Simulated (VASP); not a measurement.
# Zn15Se16 (a cell with a defect) in VASP: further runs

Runs on Zn15Se16 (a cell with a defect). Level: PBE. Tasks: single point.

Everything below comes from runs of VASP 6.6.1. Logs are shortened: lines on timing, memory, paths and dates and some standing lists are left out, and cuts for length are marked.

## Step 1: The cell of the first run

The cell holds a defect, 31 atoms: a = 9.928 Å, b = 9.928 Å, c = 9.928 Å, α = 109.47°, β = 109.47°, γ = 109.47°.

## Step 2: Single point, PBE

INCAR

```
ALGO = Normal
EDIFF = 1E-6
ENCUT = 520
GGA = PE
ISIF = 2
ISMEAR = 0
LASPH = T
LCHARG = T
LELF = T
LREAL = Auto
LVHAR = T
LWAVE = F
NBANDS = 159
NELECT = 278.0
NELM = 80
PREC = Accurate
SIGMA = 0.02
```

KPOINTS

```
Automatic mesh
0
Gamma
  2 2 2
  0.5 0.5 0.5
```

POSCAR

```
Zn15Se16
1.0
   -5.7317611784     -5.7317611784      5.7317611784
    5.7317611784      5.7317611784      5.7317611784
   -5.7317611784      5.7317611784     -5.7317611784
Zn Se
15 16
Direct
    0.2499999486      0.6261848476      0.0400445854
    0.5119306106      0.4966327820      0.0039172079
    0.7568496602      0.5069732338      0.7517200850
    0.4848396354      0.7380629388      0.7430533770
    0.2500000358      0.0033651088      0.7624079867
    0.0151604363      0.5032233393      0.5082137775
    0.7370986628      0.7362521516      0.4907864987
    0.5019998933      0.0110161603      0.5065946416
    0.2499999486      0.2619793382      0.5032425306
   -0.0019999089      0.7590162717      0.2545948714
    0.7431502932      0.0001236095      0.2448703734
    0.4872652424      0.2524758019      0.2355935563
    0.0127348293      0.0152105954     -0.0016716502
    0.7629013778      0.2491535246      0.0036878717
   -0.0119306262      0.2347021200      0.7419866020
    0.0134886115      0.2646314026      0.0053007268
    0.2499999486      0.2490532937      0.7489094305
    0.0070123298      0.4974018301      0.7587717570
    0.5032898110      0.2595444844      0.5011074102
    0.2500000358      0.5006865971      0.4871976367
   -0.0021700137      0.7507867767      0.5055239410
    0.7505768936      0.2555649921      0.2544020860
    0.4865114601      0.5011428269      0.2418121511
    0.2500000358      0.7571644849      0.2844613460
   -0.0032898265      0.0062546221      0.2478176351
    0.7585598675      0.5007549880      0.0008463367
    0.4929875674      0.7403894489      0.0017594069
    0.2500000358     -0.0112211584      0.0025753864
    0.7494231470      0.7549881032      0.7538251971
    0.5021699109      0.0029567701      0.7576939033
    0.7414401731     -0.0078048437      0.4922864739
```

Potentials or basis: VASP PAW PBE potentials, release 64 (Zn, Se).

Launch:

```console
$ cat potpaw_PBE.64/Zn/POTCAR potpaw_PBE.64/Se/POTCAR > POTCAR
$ mpirun -np 1 vasp_std > vasp.out
```

OUTCAR:

```text
EDIFF = 1E-6
   ENCUT = 520
   GGA = PE
   ISIF = 2
   ISMEAR = 0
   LASPH = T
   LREAL = Auto
   NELECT = 278.0
   NELM = 80
   PREC = Accurate

 ion  position               nearest neighbor table
   1  0.250  0.626  0.040-  24 2.34  27 2.51  18 2.51
   2  0.512  0.497  0.004-  23 2.44  26 2.45  27 2.50  17 2.53
   3  0.757  0.507  0.752-  29 2.48  19 2.49  26 2.49  18 2.50
   4  0.485  0.738  0.743-  20 2.42  30 2.53  27 2.53  29 2.54
   5  0.250  0.003  0.762-  28 2.44  17 2.49  30 2.52  21 2.52
   6  0.015  0.503  0.508-  20 2.42  21 2.53  18 2.53  22 2.54
   7  0.737  0.736  0.491-  23 2.44  21 2.50  29 2.51  31 2.52
   8  0.502  0.011  0.507-  24 2.43  19 2.48  31 2.49  30 2.52
   9  0.250  0.262  0.503-  20 2.43  17 2.48  25 2.53  19 2.53
  10  0.998  0.759  0.255-  24 2.43  25 2.48  26 2.49  21 2.52
  11  0.743  0.000  0.245-  22 2.48  25 2.49  31 2.49  27 2.50
  12  0.487  0.252  0.236-  28 2.44  23 2.45  22 2.55  19 2.56
  13  0.013  0.015  0.998-  28 2.44  16 2.45  29 2.55  25 2.56
  14  0.763  0.249  0.004-  16 2.44  30 2.50  22 2.51  26 2.52
  15  0.988  0.235  0.742-  16 2.44  31 2.45  18 2.50  17 2.53
  16  0.013  0.265  0.005-  14 2.44  15 2.44  13 2.45
  17  0.250  0.249  0.749-   9 2.48   5 2.49  15 2.53   2 2.53
  18  0.007  0.497  0.759-  15 2.50   3 2.50   1 2.51   6 2.53
  19  0.503  0.260  0.501-   8 2.48   3 2.49   9 2.53  12 2.56
  20  0.250  0.501  0.487-   6 2.42   4 2.42   9 2.43
  21  0.998  0.751  0.506-   7 2.50  10 2.52   5 2.52   6 2.53
  22  0.751  0.256  0.254-  11 2.48  14 2.51   6 2.54  12 2.55
  23  0.487  0.501  0.242-   7 2.44   2 2.44  12 2.45
  24  0.250  0.757  0.284-   1 2.34   8 2.43  10 2.43
  25  0.997  0.006  0.248-  10 2.48  11 2.49   9 2.53  13 2.56
  26  0.759  0.501  0.001-   2 2.45   3 2.49  10 2.49  14 2.52
  27  0.493  0.740  0.002-   2 2.50  11 2.50   1 2.51   4 2.53
  28  0.250  0.989  0.003-   5 2.44  13 2.44  12 2.44
  29  0.749  0.755  0.754-   3 2.48   7 2.51   4 2.54  13 2.55
  30  0.502  0.003  0.758-  14 2.50   8 2.52   5 2.52   4 2.53
  31  0.741  0.992  0.492-  15 2.45  11 2.49   8 2.49   7 2.52

  LATTYP: Found a body centered cubic cell.
 ALAT       =    11.4635223568

  Lattice vectors:

 A1 = (  -5.7317611784,  -5.7317611784,   5.7317611784)
 A2 = (   5.7317611784,   5.7317611784,   5.7317611784)
 A3 = (  -5.7317611784,   5.7317611784,  -5.7317611784)

Analysis of symmetry for initial positions (statically):
=====================================================================
 Subroutine PRICEL returns:
 Original cell was already a primitive cell.

 Routine SETGRP: Setting up the symmetry group for a
 body centered cubic supercell.

 Subroutine GETGRP returns: Found  2 space group operations
 (whereof  1 operations were pure point group operations)
 out of a pool of 48 trial point group operations.

The static configuration has the point symmetry C_1 .
 The point group associated with its full space group is C_1h.

Analysis of symmetry for dynamics (positions and initial velocities):
=====================================================================
 Subroutine PRICEL returns:
 Original cell was already a primitive cell.

 Routine SETGRP: Setting up the symmetry group for a
 body centered cubic supercell.

 Subroutine GETGRP returns: Found  2 space group operations
 (whereof  1 operations were pure point group operations)
 out of a pool of 48 trial point group operations.

The dynamic configuration has the point symmetry C_1 .
 The point group associated with its full space group is C_1h.

 Subroutine INISYM returns: Found  2 space group operations
 (whereof  1 operations are pure point group operations),
 and found     1 'primitive' translations

----------------------------------------------------------------------------------------

                                     Primitive cell

  volume of cell :     753.2242

  direct lattice vectors                    reciprocal lattice vectors
    -5.731761178 -5.731761178  5.731761178    -0.087233223  0.000000000  0.087233223
[... 45 lines left out ...]
   GGA     = PE    functional components
   LHFCALC =     F    Hartree Fock is set to
   AEXX    =    0.0000 exact exchange contribution
   IVDW    =     0    specifies the selected vdW correction
   LEPSILON=     F    determine dielectric tensor
   LRPA    =     F    only Hartree local field effects (RPA)
 non-spin polarized calculation
 Gauss-broadening in eV      SIGMA  =   0.02
  energy-cutoff  :      520.00
  volume of cell :      753.22
 maximum number of plane-waves:     20329
 NGX is ok and might be reduce to    80
   NGX = 37   NGY = 37   NGZ = 37

 number of electron     278.0000009 magnetization

 Free energy of the ion-electron system (eV)
  ---------------------------------------------------
  ext. energy  EPLUGINS =         0.00000000
  ---------------------------------------------------
  free energy    TOTEN  =       -89.03068360 eV

  energy without entropy =      -89.03068360  energy(sigma->0) =      -89.03068360

 E-fermi :   1.3763     XC(G=0):  -9.1083

 val. band max:        1.2299057976   @ k =   0.2500   0.2500   0.2500
 cond. band min:       3.3400032720   @ k =   0.2500   0.2500   0.2500
 fundamental gap:      2.1100974744
 Fermi energy:         1.3763027421

 k-point     1 :       0.2500    0.2500    0.2500
  band No.  band energies     occupation
      1     -11.5802      2.00000
      2     -11.5637      2.00000
      3     -11.4650      2.00000
      4     -11.3633      2.00000
      5     -11.1308      2.00000
      6     -11.1250      2.00000
[... 143 lines left out ...]
    150       4.9847      0.00000
    151       4.9899      0.00000

 k-point     2 :      -0.2500    0.2500    0.2500
  band No.  band energies     occupation
      1     -11.7115      2.00000
      2     -11.4348      2.00000
      3     -11.3401      2.00000
      4     -11.3140      2.00000
      5     -11.2000      2.00000
      6     -11.1798      2.00000
[... 143 lines left out ...]
    150       5.1937      0.00000
    151       5.2900      0.00000

 k-point     3 :       0.2500   -0.2500    0.2500
  band No.  band energies     occupation
      1     -11.7160      2.00000
      2     -11.3778      2.00000
      3     -11.3638      2.00000
      4     -11.3171      2.00000
      5     -11.2806      2.00000
      6     -11.1449      2.00000
[... 143 lines left out ...]
    150       5.1386      0.00000
    151       5.1802      0.00000
 [bands above 151 left out]

------------------------ aborting loop because EDIFF is reached ----------------------------------------

  FORCE on cell =-STRESS in cart. coord.  units (eV):
  Direction    XX          YY          ZZ          XY          YZ          ZX
  --------------------------------------------------------------------------------------
  -------------------------------------------------------------------------------------
  Total       11.6087084     14.2852667     11.6087084      0.4513302      0.4513313     -0.3709836
  in kB       24.6927939     30.3860805     24.6927939      0.9600210      0.9600233     -0.7891164
  external PRESSURE =      26.5905561 kB  Pullay stress =       0.0000000 kB

 VOLUME and BASIS-vectors are now :
 -----------------------------------------------------------------------------
  energy-cutoff  :      520.00
  volume of cell :      753.22
      direct lattice vectors                 reciprocal lattice vectors
    -5.731761178 -5.731761178  5.731761178    -0.087233223  0.000000000  0.087233223
     5.731761178  5.731761178  5.731761178     0.000000000  0.087233223  0.087233223
    -5.731761178  5.731761178 -5.731761178    -0.087233223  0.087233223  0.000000000

 POSITION                                       TOTAL-FORCE (eV/Angst)
 -----------------------------------------------------------------------------------
      1.92668      2.38573      4.79256         0.481972      0.167738      0.481972
     -0.11014     -0.06523      5.75839        -0.045718      0.018373     -0.070827
     -5.74091      2.87645      2.93525        -0.002710      0.032114     -0.050833
     -2.80759      5.71042      2.75038         0.008429     -0.000483      0.022904
     -5.78359      2.95629     -2.91771        -0.023214     -0.003446     -0.023214
     -0.11550      5.71042      0.05829         0.022904     -0.000483      0.008429
[... 23 lines left out ...]
     -7.20429      1.48155     -1.44765         0.010222     -0.000998     -0.001698
     -1.38440      4.25894      7.11512        -0.027163     -0.016833     -0.006736
 -----------------------------------------------------------------------------------
    total drift:                                0.001675      0.003050      0.005076

  FREE ENERGIE OF THE ION-ELECTRON SYSTEM (eV)
  ---------------------------------------------------
  free  energy   TOTEN  =       -89.0306835987 eV

  energy  without entropy=      -89.0306835987  energy(sigma->0) =      -89.03068360
```

It took 8.8 min on 1 thread of Intel Xeon 6975P-C (Granite Rapids), shared host; peak memory 1.1 GiB.

Results:

```yaml
Free_energy: -89.0307 eV
Largest_force: 0.702 eV/Å
```

Forces in eV/Å, atoms in the order of the input:
```
Zn   0.482  0.168  0.482
Zn  -0.046  0.018 -0.071
Zn  -0.003  0.032 -0.051
Zn   0.008  0.000  0.023
Zn  -0.023 -0.003 -0.023
Zn   0.023  0.000  0.008
Zn  -0.008 -0.025 -0.005
Zn   0.028 -0.002 -0.009
Zn  -0.012 -0.007 -0.012
Zn  -0.009 -0.002  0.028
Zn  -0.051  0.032 -0.003
Zn  -0.021  0.003  0.016
Zn   0.016  0.003 -0.021
Zn  -0.005 -0.025 -0.008
Zn  -0.071  0.018 -0.046
Se  -0.047  0.019 -0.020
Se  -0.010 -0.004 -0.010
Se   0.053 -0.041 -0.040
Se   0.002 -0.017 -0.010
Se   0.007 -0.045  0.007
Se  -0.002 -0.001  0.010
Se  -0.004  0.013  0.004
Se  -0.020  0.019 -0.047
Se  -0.186 -0.074 -0.186
Se  -0.010 -0.017  0.002
Se  -0.007 -0.017 -0.027
Se  -0.040 -0.041  0.053
Se  -0.031  0.001 -0.031
Se   0.004  0.013 -0.004
Se   0.010 -0.001 -0.002
Se  -0.027 -0.017 -0.007
```

Caveat: the cell carries a net charge on a neutralising background, which shifts energy and pressure; the cell is charged against a uniform background, so pressure and absolute levels hang on convention.

## Step 3: Single point, PBE

INCAR

```
SYSTEM = Zn15Se16
  PREC = Accurate
  ENCUT = 520
  EDIFF = 1E-7
  ISMEAR = 0
  SIGMA = 0.02
  LREAL = Auto
  LASPH = .True.
  NELM = 100
  ALGO = Normal
  ISIF = 2
  LWAVE = .False.
  LCHARG = .False.
  GGA = PE
  NELECT = 278.0
  NBANDS = 159
```

KPOINTS is that of step 2.

POSCAR

```
Zn15Se16
1.0
   -5.7317611784     -5.7317611784      5.7317611784
    5.7317611784      5.7317611784      5.7317611784
   -5.7317611784      5.7317611784     -5.7317611784
Zn Se
15 16
Direct
    0.2499999486      0.6944648209      0.0241631666
    0.5088757032      0.4959296823      0.0070877866
    0.7527765665      0.5055111178      0.7507829384
    0.4864766541      0.7400896283      0.7416554646
    0.2499999486      0.0016621418      0.7602598685
    0.0135233304      0.5036129228      0.5051786719
    0.7377160123      0.7355853408      0.4884407101
    0.4958364299      0.0055680094      0.4999106576
    0.2500000358      0.2615918482      0.5035547383
    0.0041635545      0.7597315841      0.2540741763
    0.7472234740      0.0027345871      0.2480064078
    0.4918213464      0.2539620816      0.2383284051
    0.0081786380      0.0121407710     -0.0034929927
    0.7622839410      0.2478693644      0.0007246464
   -0.0088758060      0.2370539277      0.7482120009
    0.0136660439      0.2624625230      0.0078789047
    0.2499999486      0.2490501533      0.7503355192
    0.0003225012      0.4942769616      0.7513451566
    0.5012988871      0.2569955297      0.4995263080
    0.2499999486      0.5004774119      0.4877523527
   -0.0008125775      0.7517264530      0.5036678798
    0.7511347500      0.2548241203      0.2523808922
    0.4863340278      0.4987965149      0.2442128966
    0.2500000358      0.7449625634      0.2747830817
   -0.0012989027      0.0056965911      0.2482274567
    0.7571826294      0.5010308194      0.0010975684
    0.4996775704      0.7439544962      0.0010227223
    0.2500000358     -0.0135056220      0.0029077450
    0.7488652905      0.7536893750      0.7512461469
    0.5008126491      0.0025390974      0.7544804931
    0.7428173239     -0.0061517741      0.4939148565
```

Potentials or basis: VASP PAW PBE potentials, release 64 (Zn, Se).

Launch:

```console
$ cat potpaw_PBE.64/Zn/POTCAR potpaw_PBE.64/Se/POTCAR > POTCAR
$ mpirun -np 1 vasp_std > vasp.out
```

Wall time 26 min (1 thread of Oxide Virtual Turin-like, shared host); peak memory 1 GiB.

The run converged. Its results:

```yaml
Free_energy: -89.6427 eV
Largest_force: 0.710 eV/Å
```

Forces in eV/Å, atoms in the order of the input:
```
Zn   0.457  0.294  0.457
Zn  -0.018  0.027 -0.046
Zn   0.000  0.008 -0.040
Zn  -0.008  0.002  0.016
Zn  -0.015 -0.022 -0.015
Zn   0.016  0.002 -0.008
Zn  -0.011 -0.018  0.000
Zn   0.027 -0.032 -0.040
Zn  -0.019 -0.003 -0.019
Zn  -0.040 -0.032  0.027
Zn  -0.040  0.008  0.000
Zn  -0.052 -0.003 -0.003
Zn  -0.003 -0.003 -0.052
Zn   0.000 -0.018 -0.011
Zn  -0.046  0.027 -0.018
Se  -0.058  0.013 -0.020
Se  -0.031 -0.001 -0.031
Se   0.052 -0.025 -0.028
Se  -0.008 -0.016 -0.024
Se  -0.002 -0.014 -0.002
Se  -0.006 -0.007  0.002
Se  -0.007 -0.010  0.002
Se  -0.020  0.013 -0.058
Se  -0.042 -0.130 -0.042
Se  -0.024 -0.016 -0.008
Se  -0.004  0.009 -0.023
Se  -0.028 -0.025  0.052
Se  -0.048 -0.022 -0.048
Se   0.002 -0.010 -0.007
Se   0.002 -0.007 -0.006
Se  -0.023  0.009 -0.004
```

Levels at points of the mesh, in eV from the Fermi level:
```
           k point  band 136  band 137  band 138  band 139  band 140  band 141  band 142  band 143
(0.25, 0.25, 0.25)     -0.48     -0.21     -0.15     -0.12      2.51      2.58      2.59      2.87
```

Caveat: the cell carries a net charge on a neutralising background, which shifts energy and pressure; the cell is charged against a uniform background, so pressure and absolute levels hang on convention.

## Step 4: Single point, PBE

INCAR

```
ALGO = Normal
EDIFF = 1E-7
ENCUT = 520
GGA = PE
ISIF = 2
ISMEAR = 0
LASPH = T
LCHARG = F
LREAL = Auto
LWAVE = F
NBANDS = 159
NELECT = 278.0
NELM = 100
PREC = Accurate
SIGMA = 0.02
```

KPOINTS is that of step 3.

POSCAR

```
Zn15Se16
1.0
   -5.7317611784     -5.7317611784      5.7317611784
    5.7317611784      5.7317611784      5.7317611784
   -5.7317611784      5.7317611784     -5.7317611784
Zn Se
15 16
Direct
    0.2499999486      0.5400447443      0.1261848632
    0.5119306106      0.5039171923     -0.0033672024
    0.7629012905      0.5036878562      0.7491535963
    0.4872652424      0.7355935408      0.7524757864
    0.2499999486      0.0032425461      0.7619793226
    0.0127348293      0.4983283342      0.5152105798
    0.7431502932      0.7448703578      0.5001235939
    0.5019998933      0.0065946572      0.5110161447
    0.2500000358      0.2624079150      0.5033650060
   -0.0019998216      0.7545947686      0.2590162873
    0.7370985756     -0.0092135730      0.2362521672
    0.4848396354      0.2430534798      0.2380630416
    0.0151604363      0.0082137930      0.0032233548
    0.7568496602      0.2517200133      0.0069733366
   -0.0119306262      0.2419865303      0.7347021917
    0.0070124171      0.2587717726     -0.0025980671
    0.2499999486      0.2489094461      0.7490532781
    0.0134885243      0.5053006240      0.7646313870
    0.5021699981      0.2576939189      0.5029568418
    0.2500000358      0.5025754581      0.4887789133
   -0.0032897393      0.7478176195      0.5062546937
    0.7494231470      0.2538252127      0.2549881187
    0.4929875674      0.5017593913      0.2403894644
    0.2500000358      0.7844615049      0.2571641515
   -0.0021700137      0.0055239566      0.2507867923
    0.7585598675      0.5008463212      0.0007550035
    0.4865114601      0.7418121355      0.0011428425
    0.2499999486     -0.0128023478      0.0006865255
    0.7505768936      0.7544020704      0.7555649765
    0.5032898110      0.0011074258      0.7595444689
    0.7414401731     -0.0077135105      0.4921951408
```

Launch:

```console
$ cat potpaw_PBE.64/Zn/POTCAR potpaw_PBE.64/Se/POTCAR > POTCAR
$ mpirun -np 1 vasp_std > vasp.out
```

It took 31 min on 1 thread of Oxide Virtual Turin-like, shared host; peak memory 1 GiB.

Results (log left out):

| Item | Value |
| --- | --- |
| Free energy | -89.0307 eV |
| Largest force | 0.702 eV/Å |

Forces in eV/Å, atoms in the order of the input:
```
Zn  -0.482  0.168 -0.482
Zn   0.071  0.018  0.046
Zn   0.008 -0.025  0.005
Zn  -0.016  0.003  0.021
Zn   0.012 -0.007  0.012
Zn   0.021  0.003 -0.016
Zn   0.003  0.032  0.051
Zn   0.009 -0.002 -0.028
Zn   0.023 -0.003  0.023
Zn  -0.028 -0.002  0.009
Zn   0.005 -0.025  0.008
Zn  -0.023 -0.001 -0.008
Zn  -0.008 -0.001 -0.023
Zn   0.051  0.032  0.003
Zn   0.046  0.018  0.071
Se   0.040 -0.041 -0.053
Se   0.010 -0.004  0.010
Se   0.020  0.019  0.047
Se   0.002 -0.001 -0.010
Se   0.031  0.001  0.031
Se  -0.002 -0.017  0.010
Se   0.004  0.013 -0.004
Se  -0.053 -0.041  0.040
Se   0.186 -0.074  0.186
Se  -0.010 -0.001  0.002
Se   0.027 -0.017  0.007
Se   0.047  0.019  0.020
Se  -0.007 -0.045 -0.007
Se  -0.004  0.013  0.004
Se   0.010 -0.017 -0.002
Se   0.007 -0.017  0.027
```

Levels at points of the mesh, in eV from the Fermi level:
| k point | band 137 | band 138 | band 139 | band 140 | band 141 | band 142 |
| --- | --- | --- | --- | --- | --- | --- |
| (0.25, 0.25, 0.25) | -0.34 | -0.28 | -0.09 | 2.02 | 2.46 | 2.50 |

Caveat: the cell carries a net charge on a neutralising background, which shifts energy and pressure; the cell is charged against a uniform background, so pressure and absolute levels hang on convention.
